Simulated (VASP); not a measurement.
# W (Im-3m) in VASP: notebook

W is run at these levels: LDA; tasks: single point, relaxation of cell and atoms.

Everything below comes from runs of VASP 6.6.1. Logs are shortened: lines on timing, memory, paths and dates and some standing lists are left out, and cuts for length are marked.

## Step 1: The cell of the first run

It takes space group Im-3m (No. 229, cubic). The conventional cell has a = 3.135 Å, b = 3.135 Å, c = 3.135 Å, α = 90.00°, β = 90.00°, γ = 90.00°. Within 3.6 Å of W (site symmetry m-3m) lie 14 W at 2.72 to 3.14 Å.

## Step 2: Single point, LDA

The input, INCAR:

```
PREC     = Accurate       # precision mode
ENCUT    = 520            # plane-wave cutoff, eV
EDIFF    = 1E-7           # SCF threshold, eV
ISMEAR   = -1             # smearing method
SIGMA    = 0.08           # smearing width, eV
LREAL    = F              # projectors in reciprocal space
LASPH    = T              # aspherical terms in the spheres
NELM     = 80             # most SCF steps
ALGO     = Normal         # electronic algorithm
ISIF     = 2              # what is computed and relaxed
LWAVE    = F              # write WAVECAR
LCHARG   = F              # write CHGCAR
GGA      = CA             # functional
NBANDS   = 13             # bands
```

The input, KPOINTS:

```
regular mesh
0
Gamma
  22 22 22
```

The input, POSCAR:

```
W
1.0
   -1.5676651208      1.5676651208      1.5676651208
    1.5676651208     -1.5676651208      1.5676651208
    1.5676651208      1.5676651208     -1.5676651208
W
1
Direct
    0.0000000000      0.0000000000      0.0000000000
```

Potentials or basis: VASP PAW LDA potentials, release 64 (W_sv).

Started as:

```console
cat potpaw_LDA.64/W_sv/POTCAR > POTCAR
mpirun -np 1 vasp_std > vasp.out
```

OUTCAR:

```text
PREC = Accurate
   ENCUT = 520
   EDIFF = 1E-7
   ISMEAR = -1
   LREAL = F
   LASPH = T
   NELM = 80
   ISIF = 2
   GGA = CA

 ion  position               nearest neighbor table
   1  0.000  0.000  0.000-

  LATTYP: Found a body centered cubic cell.
 ALAT       =     3.1353302416

  Lattice vectors:

 A1 = (  -1.5676651208,   1.5676651208,   1.5676651208)
 A2 = (   1.5676651208,  -1.5676651208,   1.5676651208)
 A3 = (   1.5676651208,   1.5676651208,  -1.5676651208)

Analysis of symmetry for initial positions (statically):
=====================================================================
 Subroutine PRICEL returns:
 Original cell was already a primitive cell.

 Routine SETGRP: Setting up the symmetry group for a
 body centered cubic supercell.

 Subroutine GETGRP returns: Found 48 space group operations
 (whereof 48 operations were pure point group operations)
 out of a pool of 48 trial point group operations.

The static configuration has the point symmetry O_h .

Analysis of symmetry for dynamics (positions and initial velocities):
=====================================================================
 Subroutine PRICEL returns:
 Original cell was already a primitive cell.

 Routine SETGRP: Setting up the symmetry group for a
 body centered cubic supercell.

 Subroutine GETGRP returns: Found 48 space group operations
 (whereof 48 operations were pure point group operations)
 out of a pool of 48 trial point group operations.

The dynamic configuration has the point symmetry O_h .

 Subroutine INISYM returns: Found 48 space group operations
 (whereof 48 operations are pure point group operations),
 and found     1 'primitive' translations

----------------------------------------------------------------------------------------

                                     Primitive cell

  volume of cell :      15.4106

  direct lattice vectors                    reciprocal lattice vectors
    -1.567665121  1.567665121  1.567665121     0.000000000  0.318945669  0.318945669
     1.567665121 -1.567665121  1.567665121     0.318945669  0.000000000  0.318945669
     1.567665121  1.567665121 -1.567665121     0.318945669  0.318945669  0.000000000

  length of vectors
     2.715275638  2.715275638  2.715275638     0.451057290  0.451057290  0.451057290

  position of ions in fractional coordinates (direct lattice)
     0.000000000  0.000000000  0.000000000

  ion indices of the primitive-cell ions
   primitive index   ion index
                 1           1

----------------------------------------------------------------------------------------

 KPOINTS: regular mesh

Automatic generation of k-mesh.
 Grid dimensions read from file:
 generate k-points for:   22   22   22

 Generating k-lattice:

  Cartesian coordinates                     Fractional coordinates (reciprocal lattice)
     0.000000000  0.014497530  0.014497530     0.045454545  0.000000000  0.000000000
     0.014497530  0.000000000  0.014497530     0.000000000  0.045454545  0.000000000
     0.014497530  0.014497530  0.000000000     0.000000000  0.000000000  0.045454545

  Length of vectors
     0.020502604  0.020502604  0.020502604

  Shift w.r.t. Gamma in fractional coordinates (k-lattice)
     0.000000000  0.000000000  0.000000000

 Subroutine IBZKPT returns following result:
 ===========================================

 Found    328 irreducible k-points:

 Following reciprocal coordinates:
            Coordinates               Weight
  0.000000  0.000000  0.000000      1.000000
  0.045455  0.000000  0.000000     12.000000
  0.090909  0.000000  0.000000     12.000000
  0.136364  0.000000  0.000000     12.000000
  0.181818  0.000000  0.000000     12.000000
  0.227273  0.000000  0.000000     12.000000
[... 16 lines left out ...]
  0.090909  0.090909  0.000000     24.000000
  0.136364  0.090909 -0.000000     48.000000
 [... further k-points ...]
   k-points           NKPTS =    328   k-points in BZ     NKDIM =    328   number of bands    NBANDS=     13
   number of dos      NEDOS =    301   number of ions     NIONS =      1
   total plane-waves  NPLWV =   8000
   dimension x,y,z NGX =    20 NGY =   20 NGZ =   20
   dimension x,y,z NGXF=    40 NGYF=   40 NGZF=   40
   ions per type =               1
   NGX,Y,Z   is equivalent  to a cutoff of  12.25, 12.25, 12.25 a.u.
   NGXF,Y,Z  is equivalent  to a cutoff of  24.49, 24.49, 24.49 a.u.
 SYSTEM =  unknown system
   PREC   = accura    normal or accurate (medium, high low for compatibility)
   ISTART =      0    job   : 0-new  1-cont  2-samecut
   ICHARG =      2    charge: 1-file 2-atom 10-const
   ISPIN  =      1    spin polarized calculation?
   LNONCOLLINEAR =      F non collinear calculations
   LSORBIT =      F    spin-orbit coupling
   LASPH  =      T    aspherical Exc in radial PAW
   ENCUT  =  520.0 eV  38.22 Ry    6.18 a.u.   5.05  5.05  5.05*2*pi/ulx,y,z
   NELM   =     80;   NELMIN=  2; NELMDL= -5     # of ELM steps
   EDIFF  = 0.1E-06   stopping-criterion for ELM
   LREAL  =      F    real-space projection
   EDIFFG = 0.1E-05   stopping-criterion for IOM
   NSW    =      0    number of steps for IOM
   IBRION =     -1    ionic relax: 0-MD 1-quasi-New 2-CG
   NFREE  =      0    steps in history (QN), initial steepest desc. (CG)
   ISIF   =      2    stress and relaxation
   ISYM   =      2    0-nonsym 1-usesym 2-fastsym
   POTIM  = 0.5000    time-step for ionic-motion
   TEBEG  =    0.0;   TEEND  =   0.0 temperature during run
   PSTRESS=    0.0 pullay stress
   NELECT =      14.0000    total number of electrons
   NUPDOWN=      -1.0000    fix difference up-down
   EMIN   =  10.00;   EMAX   =-10.00  energy-range for DOS
   EFERMI =   0.00;   METHOD = LEGACY
   ISMEAR =    -1;   SIGMA  =   0.08  broadening in eV -4-tet -1-fermi 0-gaus
   EFERMI_NEDOS =   21; number of points for ismear=-14 and -15
   IALGO  =     38    algorithm
   IMIX   =      4    mixing-type and parameters
     AMIX     =   0.40;   BMIX     =  1.00
     AMIX_MAG =   1.60;   BMIX_MAG =  1.00
  volume/ion in A,a.u.               =      15.41       104.00
  Fermi-wavevector in a.u.,A,eV,Ry     =   1.585541  2.996239 34.204245  2.513941
  Thomas-Fermi vector in A             =   2.684990
   LORBIT       =      0    0 simple, 1 ext, 2 COOP (PROOUT), +10 PAW based schemes
   GGA     = CA    functional components
   LHFCALC =     F    Hartree Fock is set to
   AEXX    =    0.0000 exact exchange contribution
   IVDW    =     0    specifies the selected vdW correction
   LEPSILON=     F    determine dielectric tensor
   LRPA    =     F    only Hartree local field effects (RPA)
 non-spin polarized calculation
  energy-cutoff  :      520.00
  volume of cell :       15.41
 maximum number of plane-waves:       428
   NGX =  9   NGY =  9   NGZ =  9

 number of electron      14.0000004 magnetization

 Free energy of the ion-electron system (eV)
  ---------------------------------------------------
  ext. energy  EPLUGINS =         0.00000000
  ---------------------------------------------------
  free energy    TOTEN  =       -14.10742273 eV

  energy without entropy =      -14.09554177  energy(sigma->0) =      -14.10148225

 E-fermi :  11.7475     XC(G=0): -13.9883

 val. band max:       11.7430702349   @ k =   0.1364   0.0455   0.0000
 cond. band min:      11.7615136974   @ k =  -0.1818   0.1818   0.1364
 fundamental gap:      0.0184434625
 Fermi energy:        11.7475327163

 k-point     1 :       0.0000    0.0000    0.0000
  band No.  band energies     occupation
      1     -61.9768      2.00000
      2     -25.7397      2.00000
      3     -25.7397      2.00000
      4     -25.7397      2.00000
      5       2.0367      2.00000
      6      10.4264      2.00000
      7      10.4264      2.00000
      8      10.4264      2.00000
      9      13.9897      0.00000
     10      13.9897      0.00000
     11      26.3719      0.00000
     12      26.3719      0.00000
     13      26.3719      0.00000

 k-point     2 :       0.0455    0.0000    0.0000
  band No.  band energies     occupation
      1     -61.9737      2.00000
      2     -25.7715      2.00000
      3     -25.7495      2.00000
      4     -25.7399      2.00000
      5       2.1415      2.00000
      6      10.3622      2.00000
      7      10.4134      2.00000
      8      10.5270      2.00000
      9      13.8831      0.00000
     10      13.9899      0.00000
     11      26.4635      0.00000
     12      26.5484      0.00000
     13      26.6375      0.00000

 k-point     3 :       0.0909    0.0000    0.0000
  band No.  band energies     occupation
      1     -61.9645      2.00000
      2     -25.8635      2.00000
      3     -25.7780      2.00000
      4     -25.7404      2.00000
      5       2.4477      2.00000
      6      10.1804      2.00000
      7      10.3614      2.00000
      8      10.8272      1.99998
      9      13.6283      0.00000
     10      13.9943      0.00000
     11      26.7113      0.00000
     12      27.0667      0.00000
     13      27.3573      0.00000
[... 305 lines left out ...]
 k-point    23 :       0.0909    0.0909    0.0000
  band No.  band energies     occupation
      1     -61.9417      2.00000
      2     -26.0859      2.00000
      3     -25.8206      2.00000
      4     -25.7702      2.00000
      5       3.2083      2.00000
      6       9.8691      2.00000
      7      10.0002      2.00000
      8      11.6834      1.38091
      9      13.1572      0.00000
     10      14.1372      0.00000
     11      27.2833      0.00000
     12      28.2545      0.00000
     13      28.6900      0.00000

 k-point    24 :       0.1364    0.0909   -0.0000
  band No.  band energies     occupation
      1     -61.9238      2.00000
      2     -26.2501      2.00000
      3     -25.8741      2.00000
      4     -25.7796      2.00000
      5       3.8040      2.00000
      6       9.5794      2.00000
      7       9.7720      2.00000
      8      12.3931      0.00063
      9      12.9997      0.00000
     10      14.2623      0.00000
     11      27.6289      0.00000
     12      28.6643      0.00000
     13      29.4632      0.00000

 [... further k-points ...]

------------------------ aborting loop because EDIFF is reached ----------------------------------------

  FORCE on cell =-STRESS in cart. coord.  units (eV):
  Direction    XX          YY          ZZ          XY          YZ          ZX
  --------------------------------------------------------------------------------------
  -------------------------------------------------------------------------------------
  Total        0.1882279      0.1882279      0.1882279      0.0000000     -0.0000000      0.0000000
  in kB       19.5692779     19.5692779     19.5692779      0.0000000     -0.0000000      0.0000000
  external PRESSURE =      19.5692779 kB  Pullay stress =       0.0000000 kB

 VOLUME and BASIS-vectors are now :
 -----------------------------------------------------------------------------
  energy-cutoff  :      520.00
  volume of cell :       15.41
      direct lattice vectors                 reciprocal lattice vectors
    -1.567665121  1.567665121  1.567665121     0.000000000  0.318945669  0.318945669
     1.567665121 -1.567665121  1.567665121     0.318945669  0.000000000  0.318945669
     1.567665121  1.567665121 -1.567665121     0.318945669  0.318945669  0.000000000

 POSITION                                       TOTAL-FORCE (eV/Angst)
 -----------------------------------------------------------------------------------
      0.00000      0.00000      0.00000        -0.000000     -0.000000     -0.000000
 -----------------------------------------------------------------------------------
    total drift:                                0.000000     -0.000000      0.000000

  FREE ENERGIE OF THE ION-ELECTRON SYSTEM (eV)
  ---------------------------------------------------
  free  energy   TOTEN  =       -14.1074227283 eV

  energy  without entropy=      -14.0955417681  energy(sigma->0) =      -14.10148225
```

Wall time 30 s (1 thread of Intel Xeon Platinum 8259CL at 2.50GHz (Skylake/Cascade Lake), shared host); peak memory 0.17 GiB.

Results:

```yaml
Free_energy: -14.1074 eV
Pressure: 2.0 GPa
Band_gap_on_the_k_mesh: zero (band 7 reaches 17.09 eV, above the bottom of band 8 at 10.43 eV)
```

Caveat: spin-orbit coupling is left out, which moves the levels of the heavy elements.

## Step 3: Relaxation of cell and atoms, LDA

This run uses another cell than the first one, of 15.85 Å³/atom, 1.028 times its volume.

The input, INCAR:

```
SYSTEM = W
PREC = Accurate
ENCUT = 600
EDIFF = 1E-6
ISMEAR = -1
SIGMA = 0.08
LREAL = .False.
LASPH = .True.
NELM = 100
ALGO = Normal
ISIF = 3
LWAVE = .False.
LCHARG = .False.
IBRION = 2
NSW = 100
EDIFFG = -0.002
```

The input, KPOINTS:

```
Automatic mesh
0
Gamma
  22 22 22
  0 0 0
```

The input, POSCAR:

```
W
1.0
   -1.5823450000      1.5823450000      1.5823450000
    1.5823450000     -1.5823450000      1.5823450000
    1.5823450000      1.5823450000     -1.5823450000
W
1
Direct
    0.0000000000      0.0000000000      0.0000000000
```

Potentials or basis: VASP PAW LDA potentials, release 64 (W_sv).

Started as:

```console
cat potpaw_LDA.64/W_sv/POTCAR > POTCAR
mpirun -np 1 vasp_std > vasp.out
```

Wall time 3.2 min (1 thread of Intel Xeon Platinum 8375C at 2.90GHz (Ice Lake), shared host); peak memory 0.2 GiB.

The run converged. Its results:

| Item | Value |
| --- | --- |
| Free energy | -14.1082 eV |
| Relaxed volume | 15.50 Å³/atom |
| Relaxed cell | a = 2.721 Å, b = 2.721 Å, c = 2.721 Å, α = 109.47°, β = 109.47°, γ = 109.47° |
| Space group after relaxing (to 0.05 Å) | Im-3m (No. 229) |
| Energy gained by relaxing | 7.7 meV/atom |
| Ionic steps | 8 |
| Pressure after relaxing | 0.0 GPa |
| Band gap on the k mesh | zero (band 7 reaches 16.96 eV, above the bottom of band 8 at 10.35 eV) |

Step by step:
```csv
step,energy change (eV),largest force (eV/Å),pressure (GPa),volume (Å³)
1,0.0000,0.0000,-7.02,15.85
2,0.1028,0.0000,31.77,14.31
3,-0.0077,0.0000,-0.26,15.51
4,-0.0077,0.0000,-0.05,15.50
5,-0.0077,0.0000,0.11,15.50
6,-0.0077,0.0000,-0.26,15.52
7,-0.0077,0.0000,-0.04,15.50
8,-0.0077,0.0000,0.01,15.50
```

Final structure:
```yaml
crystal:
  lattice:
    - [-1.57075, 1.57075, 1.57075]
    - [1.57075, -1.57075, 1.57075]
    - [1.57075, 1.57075, -1.57075]
  atoms:
    - { symbol: W, position: [0.00000, 0.00000, 0.00000] }
```

Levels at points of the mesh, in eV from the Fermi level:
```
           k point  band 3  band 4  band 5  band 6  band 7  band 8  band 9  band 10  band 11
(0.00, 0.00, 0.00)  -37.50  -37.50   -9.68   -1.31   -1.31   -1.31    2.23     2.23    14.61
(0.50, 0.00, 0.00)  -37.96  -37.51   -6.41   -3.70    0.91    2.15    3.13     6.33    11.44
(0.50, 0.50, 0.50)  -38.49  -38.49   -6.04   -6.04    5.30    5.30    5.30     8.53     8.53
```

Caveat: spin-orbit coupling is left out, which moves the levels of the heavy elements. Zero-point motion and thermal expansion aren't in these numbers.
